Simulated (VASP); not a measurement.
# Si5As3: relaxation of cell and atoms with PBE

The system is Si5As3.

```
Si As
1.0
     6.64609    0.07638    0.15620
    -3.25690    5.70131   -0.12577
     0.21282   -0.07500    9.34980
Si As
10 6
Direct
  0.33176 0.33381 0.54367
  0.32936 0.99511 0.45347
  0.65700 0.00741 0.55118
  0.66569 0.66361 0.46627
  0.66547 0.31813 0.11198
  0.68770 0.34398 0.87572
  0.99537 0.34826 0.46292
  0.98481 0.66343 0.52655
  0.30043 0.65502 0.85532
  0.34290 0.66032 0.13134
  0.34199 0.34318 0.81425
  0.30038 0.00286 0.19371
  0.67058 0.95919 0.79908
  0.70629 0.71483 0.21740
  0.01530 0.29874 0.18324
  0.00497 0.69211 0.81390
```

```json
{
  "Program": "VASP 6.6.1",
  "Task": "relaxation of cell and atoms",
  "Functional": "PBE",
  "Potentials or basis": "VASP PAW PBE potentials, release 64 (Si, As)",
  "Cutoff": "600 eV",
  "k mesh": "3 × 3 × 2",
  "Occupations": "gaussian, width 0.1 eV",
  "Spin": "no spin polarisation",
  "Dipole correction": "no",
  "Further INCAR settings": "LREAL = Auto; ALGO = Normal; EDIFF = 1e-06; IBRION = 2; EDIFFG = -0.025; NSW = 80; ISIF = 3"
}
```

```json
{"Relaxed volume": "22.31 Å³/atom", "Relaxed cell": "a = 6.712 Å, b = 6.715 Å, c = 9.146 Å, α = 90.01°, β = 90.00°, γ = 120.02°", "Space group after relaxing (to 0.1 Å)": "P-31m (No. 162)", "Energy gained by relaxing": "146.8 meV/atom", "Ionic steps": "24", "Pressure after relaxing": "0.0 GPa", "Largest force after relaxing": "0.023 eV/Å", "Band gap on the k mesh": "0.71 eV (least direct gap 0.80 eV)"}
```

Forces on the atoms (eV/Å):
```
Si   0.013  0.005 -0.007
Si   0.007  0.011  0.004
Si  -0.007  0.008  0.005
Si  -0.003 -0.009  0.007
Si   0.014 -0.005  0.008
Si  -0.010  0.003 -0.010
Si   0.007 -0.003 -0.003
Si   0.021 -0.007 -0.005
Si  -0.001 -0.002 -0.007
Si  -0.016  0.001 -0.004
As   0.005  0.001  0.008
As   0.003  0.012 -0.002
As  -0.008  0.001  0.013
As  -0.014 -0.002 -0.009
As   0.000 -0.013 -0.002
As  -0.009 -0.001  0.006
```

The path:
```tsv
step	energy change (eV)	largest force (eV/Å)	pressure (GPa)	volume (Å³)
1	0.0000	3.6454	2.03	356.39
2	-1.7265	1.2236	-2.46	370.94
3	-1.7299	1.2380	-2.33	370.19
4	-2.1176	0.6687	0.42	355.34
5	-2.1176	0.6689	0.44	355.24
6	-2.2416	0.4376	0.26	355.62
7	-2.2623	0.4960	0.20	355.83
8	-2.3110	0.3915	-0.16	357.64
9	-2.3114	0.3584	-0.13	357.48
10	-2.3308	0.1748	-0.02	356.93
11	-2.3333	0.1783	0.04	356.66
12	-2.3401	0.0994	0.01	356.76
13	-2.3405	0.1088	0.00	356.79
14	-2.3436	0.0660	-0.01	356.88
15	-2.3436	0.0621	-0.01	356.88
16	-2.3447	0.0418	0.00	356.83
17	-2.3448	0.0474	0.01	356.82
18	-2.3458	0.0446	0.01	356.85
19	-2.3460	0.0615	0.01	356.87
20	-2.3468	0.0376	-0.01	356.94
21	-2.3472	0.0377	-0.02	357.03
22	-2.3476	0.0291	0.00	356.90
23	-2.3478	0.0340	0.03	356.74
24	-2.3481	0.0228	-0.01	356.94
```

Final structure:
```xyz
16
Lattice="6.7121 -0.0030 -0.0018 -3.3575 5.8156 0.0010 0.0030 -0.0014 9.1465" Properties=species:S:1:pos:R:3 pbc="T T T"
Si    1.1139    1.9423    4.9595
Si   -1.1214    5.8117    4.1852
Si    1.1007    5.8115    4.9544
Si    2.2249    3.8654    4.1867
Si    3.3586    1.9358    1.1823
Si    3.3649    1.9337    7.9616
Si    5.5793    1.9447    4.1866
Si    4.4687    3.8663    4.9630
Si    0.0101    3.8751    7.9639
Si    0.0103    3.8783    1.1854
As    1.0296    1.7705    7.3655
As   -1.3076    5.8113    1.7780
As    4.6742   -0.0029    7.3569
As    2.3427    4.0415    1.7830
As   -1.0202    1.7784    1.7838
As   -2.3245    4.0413    7.3707
```

Levels at points of the mesh, in eV from the valence-band top:
```
           k point  band 32  band 33  band 34  band 35  band 36  band 37  band 38  band 39
(0.00, 0.00, 0.00)    -0.82    -0.81     0.00     0.00     0.80     1.34     1.35     1.47
(0.00, 0.00, 0.50)    -0.70    -0.70    -0.15    -0.15     0.97     1.40     1.48     2.74
```

It took 33 min on 1 thread of AMD EPYC 9R45 96-Core Processor (Zen 5) (shared host), peak memory 0.59 GiB.

Caveat: semilocal functionals underestimate gaps, and a narrow one can read as zero. A k mesh can miss the band edges.
